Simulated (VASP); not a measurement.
Here is a VASP 6.6.1 calculation.

INCAR

```
  PREC = Accurate
  ENCUT = 600
  EDIFF = 1E-6
  ISMEAR = 1
  SIGMA = 0.05
  LREAL = False
  LASPH = True
  NELM = 100
  ALGO = Normal
  ISIF = 3
  LWAVE = False
  LCHARG = False
  GGA = PS
  IBRION = 2
  NSW = 80
  EDIFFG = -0.03
  PSTRESS = 50.0
```

Contents of KPOINTS:

```
Automatic mesh
0
Gamma
  4 4 4
```

File POSCAR:

```
Sr
1.0
    0.0000000000      4.1850000000      4.1850000000
    4.1850000000      0.0000000000      4.1850000000
    4.1850000000      4.1850000000      0.0000000000
Sr
2
Direct
    0.0000000000      0.0000000000      0.0000000000
    0.2500000000      0.2500000000      0.2500000000
```

Potentials or basis: VASP PAW PBE potentials, release 64 (Sr_sv).

The run is started by

```bash
$ cat potpaw_PBE.64/Sr_sv/POTCAR > POTCAR
$ mpirun -np 1 vasp_std > vasp.out
```

(1) Estimate the relaxed volume.

(2) What does it give for the band gap on the k mesh?

(3) What does it give for the space group after relaxing (to 0.1 Å)?

Answers

(1) 36.28 Å³/atom.

(2) zero (bands 10 and 11 overlap by 0.43 eV).

(3) Fd-3m (No. 227).

Caveat: the cell is relaxed towards a set pressure, so the run minimises the enthalpy, not the energy; the volume moved by over 15 % at a fixed basis, so the end points are rough; the PAW data sets were made with another functional, which shifts forces and pressure a little.
